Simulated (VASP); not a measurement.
Runs of VASP 6.6.1 on Pt. The structure is that of space group I4/mmm (No. 139), or close to it. The cells are those of the table. 

```csv
cell,further INCAR settings,gap on the mesh (eV),pressure (GPa)
"a = 2.705, b = 2.592, c = 2.642 Å, angles 62.2, 58.0, 59.8°, 1 atom",ALGO = Fast; EDIFF = 1e-07; NBANDS = 11,none,(a)
"a = 2.729, b = 2.617, c = 2.642 Å, angles 62.5, 58.3, 59.2°, 1 atom",ALGO = Fast; EDIFF = 1e-06; NBANDS = 11,none,44.1
"a = 2.729, b = 2.581, c = 2.606 Å, angles 63.5, 57.8, 58.7°, 1 atom",ALGO = Fast; EDIFF = 1e-06; NBANDS = 11,none,61.5
"a = 2.659, b = 2.620, c = 2.716 Å, angles 59.7, 58.3, 61.9°, 1 atom",ALGO = Fast; EDIFF = 1e-06; NBANDS = 11,none,(c)
"a = 2.777, b = 2.632, c = 2.606 Å, angles 64.0, 58.4, 57.5°, 1 atom",ALGO = Fast; EDIFF = 1e-06; NBANDS = 11,none,42.1
"a = 2.705, b = 2.556, c = 2.606 Å, angles 63.2, 57.5, 59.3°, 1 atom",ALGO = Fast; EDIFF = 1e-06; NBANDS = 11,none,(b)
"a = 2.802, b = 2.657, c = 2.606 Å, angles 64.3, 58.7, 57.0°, 1 atom",ALGO = Fast; EDIFF = 1e-06; NBANDS = 11,none,33.7
"a = 2.729, b = 2.654, c = 2.679 Å, angles 61.6, 58.8, 59.7°, 1 atom",ALGO = Fast; EDIFF = 1e-07; NBANDS = 11,none,29.3
```

Alike in all rows: task single point; level LDA; potentials or basis VASP PAW LDA potentials, release 64 (Pt); no spin polarisation; k mesh 20 × 20 × 20; cutoff (eV) 520; smearing gaussian 0.15 eV.

Estimate the missing entries.

(a) 53.9; (b) 72.8; (c) 42.2.

Caveats: spin-orbit coupling is left out, which moves the levels of the heavy elements; the stress differs along the axes, from 46 to 60 GPa (at least some runs); the stress differs along the axes, from 39 to 50 GPa (at least some runs); the stress differs along the axes, from 55 to 69 GPa (at least some runs); the stress differs along the axes, from 36 to 47 GPa (at least some runs); the stress differs along the axes, from 36 to 49 GPa (at least some runs); the stress differs along the axes, from 63 to 81 GPa (at least some runs).

A k mesh can miss the band edges, and the runs leave out spin-orbit coupling on Pt.

A gap of «none» marks levels without a gap at the run's occupations.
